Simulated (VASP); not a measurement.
Write the native input for VASP 6.6.1 that does the following.

```
Task                   : single point
Functional             : PBE
Potentials or basis    : VASP PAW PBE potentials, release 64 (I)
Cutoff                 : 500 eV
k mesh                 : 4 × 4 × 4
Occupations            : fermi-dirac, width 0.15 eV
Spin                   : no spin polarisation
Dipole correction      : no
Further INCAR settings : ALGO = Normal; EDIFF = 1e-06; NBANDS = 10
```

The structure of I lies in POSCAR:

```
I
1.0
    0.0000000000      2.5962000000      2.5962000000
    2.5962000000      0.0000000000      2.5962000000
    2.5962000000      2.5962000000      0.0000000000
I
1
Direct
    0.0000000000      0.0000000000      0.0000000000
```

The input as run:

INCAR

```
SYSTEM = I
PREC = Accurate ; ENCUT = 500
EDIFF = 1E-6 ; ISMEAR = -1
SIGMA = 0.15 ; LREAL = .False.
LASPH = .True. ; NELM = 120
ALGO = Normal ; ISIF = 2
LWAVE = .False. ; LCHARG = .False.
GGA = PE ; NBANDS = 10
GGA_COMPAT = .False.
```

KPOINTS

```
Automatic mesh
0
Gamma
  4 4 4
  0 0 0
```

Potentials or basis: VASP PAW PBE potentials, release 64 (I).

Command:

```sh
$ cat potpaw_PBE.64/I/POTCAR > POTCAR
$ mpirun -np 1 vasp_std > vasp.out
```

It gave:

| Property | Result |
| --- | --- |
| Pressure | 0.0 GPa |

Caveat: the k points lie up to 0.52 Å⁻¹ apart; an odd number of electrons without spin polarisation forces a metal; a magnetic or distorted state may lie lower.

Wall time 8.8 s on 1 thread of AMD EPYC 7R13 (shared host), peak memory 0.12 GiB.
